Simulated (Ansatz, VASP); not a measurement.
# MgF2 in VASP and in Ansatz

```
Mg F
1.0
     4.62202    0.00000    0.00000
     0.00000    4.62202    0.00000
     0.00000    0.00000    3.04611
Mg F
2 4
Direct
  0.50000 0.50000 0.50000
  0.00000 0.00000 0.00000
  0.69705 0.69705 0.00000
  0.80295 0.19705 0.50000
  0.30295 0.30295 0.00000
  0.19705 0.80295 0.50000
```

Alike in both runs: task single point; functional PBE; k mesh 6 × 6 × 8; occupations fermi-dirac, width 0.02 eV; no spin polarisation.

```csv
,VASP,Ansatz
version,VASP 6.6.1,Ansatz 0.2.0
potentials or method,"VASP PAW PBE potentials, release 64 (Mg, F)","plane waves, PAW"
plane-wave cutoff (eV),600,420
valence electrons in the cell,32,48
```

|  | VASP | Ansatz | Ansatz less VASP |
| --- | --- | --- | --- |
| gap on the k mesh at the Fermi level (eV) | 7.12 | 7.16 | +0.038 |
| pressure (GPa) | 3.9 | 4.9 | +1.07 |
| traceless stress, the component that is largest in VASP (GPa) | 0.28 | 0.34 | +0.060 |
| rms of the force components (eV/Å) | 0.012 | 0.013 | +0.0007 |

Atom by atom the forces differ by 0.001 eV/Å (rms over components). VASP's potentials hold 32 valence electrons a cell and Ansatz's 48, so a difference there can come from the potentials and not from the codes.
